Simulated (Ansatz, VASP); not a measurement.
# One calculation of SnO, two programs

```
Sn O
1.0
     3.81370    0.00000    0.00000
     0.00000    3.81370    0.00000
     0.00000    0.00000    4.88691
Sn O
2 2
Direct
  0.50000 0.00000 0.76463
  0.00000 0.50000 0.23537
  0.00000 0.00000 0.00000
  0.50000 0.50000 0.00000
```

Alike in both runs: task single point; functional PBE; k mesh 7 × 7 × 6; occupations gaussian, width 0.015 eV; no spin polarisation.

|  | VASP | Ansatz |
| --- | --- | --- |
| version | VASP 6.6.1 | Ansatz 0.2.0 |
| potentials or method | VASP PAW PBE potentials, release 64 (Sn_d, O_h) | Ansatz PAW |
| plane-wave cutoff (eV) | 910 | 420 |
| valence electrons in the cell | 40 | 40 |

VASP gave:

* gap on the k mesh at the Fermi level (eV): 0.39
* least direct gap on the mesh (eV): 2.05
* rms of the force components (eV/Å): 0.183

Which values does Ansatz return?

gap on the k mesh at the Fermi level (eV): 0.37; least direct gap on the mesh (eV): 2.07; rms of the force components (eV/Å): 0.151.

Atom by atom the forces differ by 0.032 eV/Å (rms over components).

Noted on VASP's run: the cutoff is short for stress, so the pressure is rough. Noted on Ansatz's run: odd divisions of the mesh miss points on the zone boundary, where band edges often lie, so the gap on the mesh can be too wide.
